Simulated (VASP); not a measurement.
# NaH in VASP: a series of runs

Runs on NaH. Level: PBEsol. Tasks: electric field gradients.

Everything below comes from runs of VASP 6.6.1. Logs are shortened: lines on timing, memory, paths and dates and some standing lists are left out, and cuts for length are marked.

## 1. The cell of the first run

The structure is cubic, space group Fm-3m (No. 225). The conventional cell has a = 4.780 Å, b = 4.780 Å, c = 4.780 Å, α = 90.00°, β = 90.00°, γ = 90.00°. Na (site symmetry m-3m) has 6 H at 2.39 Å within 3.2 Å. Within 3.2 Å of H (site symmetry m-3m) lie 6 Na at 2.39 Å.

## 2. Electric field gradients, PBEsol (13.66 Å³/atom)

INCAR

```
SYSTEM = NaH
PREC = Accurate
ENCUT = 400
EDIFF = 1E-8
ISMEAR = -1
SIGMA = 0.03
LREAL = .False.
LASPH = .True.
NELM = 120
ALGO = Normal
ISIF = 2
LWAVE = .False.
LCHARG = .False.
GGA = PS
LEFG = .True.
NBANDS = 11
GGA_COMPAT = .False.
```

KPOINTS

```
Automatic mesh
0
Gamma
  9 9 9
  0 0 0
```

POSCAR

```
NaH
1.0
    0.0000000000      2.3901901053      2.3901901053
    2.3901901053      0.0000000000      2.3901901053
    2.3901901053      2.3901901053      0.0000000000
Na H
1 1
Direct
    0.0000000000      0.0000000000      0.0000000000
    0.5000000000      0.5000000000      0.5000000000
```

Potentials or basis: VASP PAW PBE potentials, release 64 (Na_pv, H).

Started as:

```bash
> cat potpaw_PBE.64/Na_pv/POTCAR potpaw_PBE.64/H/POTCAR > POTCAR
> mpirun -np 1 vasp_std > vasp.out
```

OUTCAR:

```text
SYSTEM = NaH
   PREC = Accurate
   ENCUT = 400
   EDIFF = 1E-8
   ISMEAR = -1
   LREAL = .False.
   LASPH = .True.
   NELM = 120
   ISIF = 2
   GGA = PS

 ion  position               nearest neighbor table
   1  0.000  0.000  0.000-
   2  0.500  0.500  0.500-

  LATTYP: Found a face centered cubic cell.
 ALAT       =     4.7803802106

  Lattice vectors:

 A1 = (   0.0000000000,   2.3901901053,   2.3901901053)
 A2 = (   2.3901901053,   0.0000000000,   2.3901901053)
 A3 = (   2.3901901053,   2.3901901053,   0.0000000000)

Analysis of symmetry for initial positions (statically):
=====================================================================
 Subroutine PRICEL returns:
 Original cell was already a primitive cell.

 Routine SETGRP: Setting up the symmetry group for a
 face centered cubic supercell.

 Subroutine GETGRP returns: Found 48 space group operations
 (whereof 48 operations were pure point group operations)
 out of a pool of 48 trial point group operations.

The static configuration has the point symmetry O_h .

Analysis of symmetry for dynamics (positions and initial velocities):
=====================================================================
 Subroutine PRICEL returns:
 Original cell was already a primitive cell.

 Routine SETGRP: Setting up the symmetry group for a
 face centered cubic supercell.

 Subroutine GETGRP returns: Found 48 space group operations
 (whereof 48 operations were pure point group operations)
 out of a pool of 48 trial point group operations.

The dynamic configuration has the point symmetry O_h .

 Subroutine INISYM returns: Found 48 space group operations
 (whereof 48 operations are pure point group operations),
 and found     1 'primitive' translations

----------------------------------------------------------------------------------------

                                     Primitive cell

  volume of cell :      27.3104

  direct lattice vectors                    reciprocal lattice vectors
     0.000000000  2.390190105  2.390190105    -0.209188382  0.209188382  0.209188382
     2.390190105  0.000000000  2.390190105     0.209188382 -0.209188382  0.209188382
     2.390190105  2.390190105  0.000000000     0.209188382  0.209188382 -0.209188382

  length of vectors
     3.380239264  3.380239264  3.380239264     0.362324905  0.362324905  0.362324905

  position of ions in fractional coordinates (direct lattice)
     0.000000000  0.000000000  0.000000000
     0.500000000  0.500000000  0.500000000

  ion indices of the primitive-cell ions
   primitive index   ion index
                 1           1
                 2           2

----------------------------------------------------------------------------------------

 KPOINTS: Automatic mesh

Automatic generation of k-mesh.
 Grid dimensions read from file:
 generate k-points for:    9    9    9

 Generating k-lattice:

  Cartesian coordinates                     Fractional coordinates (reciprocal lattice)
    -0.023243154  0.023243154  0.023243154     0.111111111  0.000000000  0.000000000
     0.023243154 -0.023243154  0.023243154     0.000000000  0.111111111  0.000000000
     0.023243154  0.023243154 -0.023243154     0.000000000  0.000000000  0.111111111

  Length of vectors
     0.040258323  0.040258323  0.040258323

  Shift w.r.t. Gamma in fractional coordinates (k-lattice)
     0.000000000  0.000000000  0.000000000

 Subroutine IBZKPT returns following result:
 ===========================================

 Found     35 irreducible k-points:

 Following reciprocal coordinates:
            Coordinates               Weight
  0.000000  0.000000  0.000000      1.000000
  0.111111  0.000000  0.000000      8.000000
  0.222222  0.000000  0.000000      8.000000
  0.333333  0.000000  0.000000      8.000000
  0.444444  0.000000  0.000000      8.000000
  0.111111  0.111111  0.000000      6.000000
[... 16 lines left out ...]
 -0.333333  0.333333  0.000000     12.000000
  0.444444  0.444444  0.000000      6.000000
 [... further k-points ...]
   k-points           NKPTS =     35   k-points in BZ     NKDIM =     35   number of bands    NBANDS=     11
   number of dos      NEDOS =    301   number of ions     NIONS =      2
   total plane-waves  NPLWV =  13824
   dimension x,y,z NGX =    24 NGY =   24 NGZ =   24
   dimension x,y,z NGXF=    48 NGYF=   48 NGZF=   48
   ions per type =               1   1
   NGX,Y,Z   is equivalent  to a cutoff of  11.80, 11.80, 11.80 a.u.
   NGXF,Y,Z  is equivalent  to a cutoff of  23.61, 23.61, 23.61 a.u.
 SYSTEM =  NaH
   PREC   = accura    normal or accurate (medium, high low for compatibility)
   ISTART =      0    job   : 0-new  1-cont  2-samecut
   ICHARG =      2    charge: 1-file 2-atom 10-const
   ISPIN  =      1    spin polarized calculation?
   LNONCOLLINEAR =      F non collinear calculations
   LSORBIT =      F    spin-orbit coupling
   LASPH  =      T    aspherical Exc in radial PAW
   ENCUT  =  400.0 eV  29.40 Ry    5.42 a.u.   5.51  5.51  5.51*2*pi/ulx,y,z
   NELM   =    120;   NELMIN=  2; NELMDL= -5     # of ELM steps
   EDIFF  = 0.1E-07   stopping-criterion for ELM
   LREAL  =      F    real-space projection
   EDIFFG = 0.1E-06   stopping-criterion for IOM
   NSW    =      0    number of steps for IOM
   IBRION =     -1    ionic relax: 0-MD 1-quasi-New 2-CG
   NFREE  =      0    steps in history (QN), initial steepest desc. (CG)
   ISIF   =      2    stress and relaxation
   ISYM   =      2    0-nonsym 1-usesym 2-fastsym
   POTIM  = 0.5000    time-step for ionic-motion
   TEBEG  =    0.0;   TEEND  =   0.0 temperature during run
   PSTRESS=    0.0 pullay stress
   NELECT =       8.0000    total number of electrons
   NUPDOWN=      -1.0000    fix difference up-down
   EMIN   =  10.00;   EMAX   =-10.00  energy-range for DOS
   EFERMI =   0.00;   METHOD = LEGACY
   ISMEAR =    -1;   SIGMA  =   0.03  broadening in eV -4-tet -1-fermi 0-gaus
   EFERMI_NEDOS =   21; number of points for ismear=-14 and -15
   IALGO  =     38    algorithm
   IMIX   =      4    mixing-type and parameters
     AMIX     =   0.40;   BMIX     =  1.00
     AMIX_MAG =   1.60;   BMIX_MAG =  1.00
  volume/ion in A,a.u.               =      13.66        92.15
  Fermi-wavevector in a.u.,A,eV,Ry     =   1.087249  2.054603 16.083591  1.182111
  Thomas-Fermi vector in A             =   2.223404
   LORBIT       =      0    0 simple, 1 ext, 2 COOP (PROOUT), +10 PAW based schemes
   GGA     = PS    functional components
   LHFCALC =     F    Hartree Fock is set to
   AEXX    =    0.0000 exact exchange contribution
   IVDW    =     0    specifies the selected vdW correction
   LEPSILON=     F    determine dielectric tensor
   LRPA    =     F    only Hartree local field effects (RPA)
 non-spin polarized calculation
  energy-cutoff  :      400.00
  volume of cell :       27.31
 maximum number of plane-waves:       531
 NGX is ok and might be reduce to    24
   NGX = 11   NGY = 11   NGZ = 11

 number of electron       8.0000006 magnetization

 Free energy of the ion-electron system (eV)
  ---------------------------------------------------
  ext. energy  EPLUGINS =         0.00000000
  ---------------------------------------------------
  free energy    TOTEN  =        -5.08292176 eV

  energy without entropy =       -5.08292176  energy(sigma->0) =       -5.08292176

 E-fermi :  -0.2996     XC(G=0):  -8.0014

 val. band max:       -1.0543418267   @ k =  -0.3333   0.4444   0.1111
 cond. band min:       2.8722665384   @ k =  -0.4444   0.1111   0.0000
 fundamental gap:      3.9266083651
 Fermi energy:        -0.2996462634

 k-point     1 :       0.0000    0.0000    0.0000
  band No.  band energies     occupation
      1     -22.9303      2.00000
      2     -22.9303      2.00000
      3     -22.9303      2.00000
      4      -4.8061      2.00000
      5       9.7166      0.00000
      6      14.6511      0.00000
      7      14.6511      0.00000
      8      14.6511      0.00000
      9      15.6803      0.00000
     10      15.6803      0.00000
     11      15.6803      0.00000

 k-point     2 :       0.1111    0.0000    0.0000
  band No.  band energies     occupation
      1     -22.9426      2.00000
      2     -22.9317      2.00000
      3     -22.9317      2.00000
      4      -4.5846      2.00000
      5       8.9613      0.00000
      6      12.2824      0.00000
      7      13.9826      0.00000
      8      13.9826      0.00000
      9      16.4922      0.00000
     10      16.4922      0.00000
     11      16.5948      0.00000

 k-point     3 :       0.2222    0.0000    0.0000
  band No.  band energies     occupation
      1     -22.9746      2.00000
      2     -22.9353      2.00000
      3     -22.9353      2.00000
      4      -3.9469      2.00000
      5       6.8760      0.00000
      6      10.8088      0.00000
      7      13.2326      0.00000
      8      13.2326      0.00000
      9      16.7474      0.00000
     10      16.7474      0.00000
     11      17.7535      0.00000

 k-point     4 :       0.3333    0.0000    0.0000
  band No.  band energies     occupation
      1     -23.0108      2.00000
      2     -22.9393      2.00000
      3     -22.9393      2.00000
      4      -2.9947      2.00000
      5       4.5535      0.00000
      6      10.1640      0.00000
      7      12.7254      0.00000
      8      12.7254      0.00000
      9      16.0563      0.00000
     10      16.0563      0.00000
     11      18.3348      0.00000
[... 239 lines left out ...]
 k-point    22 :      -0.4444    0.3333    0.0000
  band No.  band energies     occupation
      1     -23.0132      2.00000
      2     -22.9815      2.00000
      3     -22.9586      2.00000
      4      -1.2308      2.00000
      5       4.0229      0.00000
      6       5.8840      0.00000
      7      10.2450      0.00000
      8      10.8899      0.00000
      9      15.3680      0.00000
     10      20.8358      0.00000
     11      21.3094      0.00000

 k-point    23 :      -0.3333    0.3333    0.0000
  band No.  band energies     occupation
      1     -23.0005      2.00000
      2     -22.9972      2.00000
      3     -22.9531      2.00000
      4      -1.2706      2.00000
      5       4.6151      0.00000
      6       4.7403      0.00000
      7      10.7757      0.00000
      8      11.4746      0.00000
      9      17.6063      0.00000
     10      20.4128      0.00000
     11      20.9891      0.00000

 k-point    24 :       0.4444    0.4444    0.0000
  band No.  band energies     occupation
      1     -23.0230      2.00000
      2     -22.9648      2.00000
      3     -22.9648      2.00000
      4      -1.3735      2.00000
      5       3.7215      0.00000
      6       8.9837      0.00000
      7       9.7746      0.00000
      8       9.7746      0.00000
      9      11.2095      0.00000
     10      22.7960      0.00000
     11      24.5160      0.00000

 [... further k-points ...]

------------------------ aborting loop because EDIFF is reached ----------------------------------------

  FORCE on cell =-STRESS in cart. coord.  units (eV):
  Direction    XX          YY          ZZ          XY          YZ          ZX
  --------------------------------------------------------------------------------------
  -------------------------------------------------------------------------------------
  Total       -0.0544286     -0.0544286     -0.0544286     -0.0000000     -0.0000000     -0.0000000
  in kB       -3.1930845     -3.1930845     -3.1930845     -0.0000000     -0.0000000     -0.0000000
  external PRESSURE =      -3.1930845 kB  Pullay stress =       0.0000000 kB

 VOLUME and BASIS-vectors are now :
 -----------------------------------------------------------------------------
  energy-cutoff  :      400.00
  volume of cell :       27.31
      direct lattice vectors                 reciprocal lattice vectors
     0.000000000  2.390190105  2.390190105    -0.209188382  0.209188382  0.209188382
     2.390190105  0.000000000  2.390190105     0.209188382 -0.209188382  0.209188382
     2.390190105  2.390190105  0.000000000     0.209188382  0.209188382 -0.209188382

 POSITION                                       TOTAL-FORCE (eV/Angst)
 -----------------------------------------------------------------------------------
      0.00000      0.00000      0.00000         0.000000      0.000000      0.000000
      2.39019      2.39019      2.39019         0.000000      0.000000      0.000000
 -----------------------------------------------------------------------------------
    total drift:                                0.000000     -0.000000     -0.000000

  FREE ENERGIE OF THE ION-ELECTRON SYSTEM (eV)
  ---------------------------------------------------
  free  energy   TOTEN  =        -5.0829217557 eV

  energy  without entropy=       -5.0829217557  energy(sigma->0) =       -5.08292176

 Electric field gradients (V/A^2)
---------------------------------------------------------------------
 ion       V_xx      V_yy      V_zz      V_xy      V_xz      V_yz
---------------------------------------------------------------------
   1      -0.000    -0.000    -0.000    -0.000    -0.000    -0.000
   2       0.000    -0.000     0.000    -0.001    -0.001    -0.001
---------------------------------------------------------------------

 Electric field gradients after diagonalization (V/A^2)
 (convention: |V_zz| > |V_xx| > |V_yy|)
----------------------------------------------------------------------
 ion       V_xx      V_yy      V_zz     asymmetry (V_yy - V_xx)/ V_zz
----------------------------------------------------------------------
   1       0.000     0.000    -0.000       0.000
   2       0.001     0.001    -0.003       0.000
----------------------------------------------------------------------

           NMR quadrupolar parameters

 Cq : quadrupolar parameter    Cq=e*Q*V_zz/h
 eta: asymmetry parameters     (V_yy - V_xx)/ V_zz
 Q  : nuclear electric quadrupole moment in mb (millibarn)
----------------------------------------------------------------------
 ion       Cq(MHz)       eta       Q (mb)
----------------------------------------------------------------------
   1      -0.000       0.000       1.000
   2      -0.000       0.000       1.000
----------------------------------------------------------------------
```

Wall time 9.3 s (1 thread of Intel Xeon 8259CL, shared host); peak memory 0.13 GiB.

What came out:

- Free energy: -5.0829 eV
- Pressure: -0.3 GPa
- Band gap on the k mesh: 3.93 eV (least direct gap 4.68 eV)
- Largest electric field gradient by atom: under 0.05 V/Å² on every atom

Levels at points of the mesh, in eV from the valence-band top:
```csv
k point,band 2,band 3,band 4,band 5,band 6,band 7
"(0.00, 0.00, 0.00)",-21.88,-21.88,-3.75,10.77,15.71,15.71
```

Caveat: the PAW data sets were made with another functional, which shifts forces and pressure a little; an odd mesh through Γ misses points on the zone boundary, where band edges can lie.

(Part 1 of 2 ends here.)
